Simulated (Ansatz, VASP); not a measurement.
**C: VASP beside Ansatz**

```
C
1.0
     0.02843    1.77861    1.77861
     1.77861    0.02843    1.77861
     1.77861    1.77861    0.02843
C
2
Direct
  0.00023 0.00023 0.00023
  0.24977 0.24977 0.24977
```

Change from the starting cell: strained cell.

Alike in both runs: functional PBEsol; k mesh 9 × 9 × 9; occupations gaussian, width 0.02 eV; no spin polarisation.

Ansatz relaxed the structure, and its values are those at the end. VASP's run is a single point on that final structure, the one shown.

```csv
,VASP,Ansatz
version,VASP 6.6.1,Ansatz 0.2.0
potentials or method,"VASP PAW PBE potentials, release 64 (C), cutoff 600 eV","scalar-relativistic, plane waves, PAW"
valence electrons in the cell,8,8
```

VASP gave:

| Item | Value |
| --- | --- |
| gap on the k mesh at the Fermi level (eV) | 4.06 |
| least direct gap on the mesh (eV) | 5.10 |
| pressure (GPa) | 10.8 |
| rms of the force components (eV/Å) | 0.005 |

Q: What did Ansatz give for the same quantities?

A: gap on the k mesh at the Fermi level (eV): 4.06; least direct gap on the mesh (eV): 5.10; pressure (GPa): 10.2; rms of the force components (eV/Å): 0.000.

VASP's potentials were made for PBE, not for PBEsol, and Ansatz warns of the same on its side. Ansatz's warnings: stress scf threshold loose.
